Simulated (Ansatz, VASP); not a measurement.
# Two plane-wave programs on Se

```
Se
1.0
    -1.66288    1.66288    1.66288
     1.66288   -1.66288    1.66288
     1.66288    1.66288   -1.66288
Se
1
Direct
  0.00000 0.00000 0.00000
```

Alike in both runs: task single point; functional RPBE; k mesh 14 × 14 × 14; occupations fermi-dirac, width 0.1 eV; no spin polarisation.

```csv
,VASP,Ansatz
version,VASP 6.6.1,Ansatz 0.2.0
potentials or method,"VASP PAW PBE potentials, release 64 (Se), cutoff 520 eV","plane waves (420 eV) with PAW, scalar-relativistic"
valence electrons in the cell,6,16
```

|  | VASP | Ansatz | Ansatz less VASP |
| --- | --- | --- | --- |
| pressure (GPa) | 11.6 | 11.6 | +0.03 |

VASP's potentials were made for PBE, not for RPBE. VASP's potentials hold 6 valence electrons a cell and Ansatz's 16, so a difference there can come from the potentials and not from the codes.
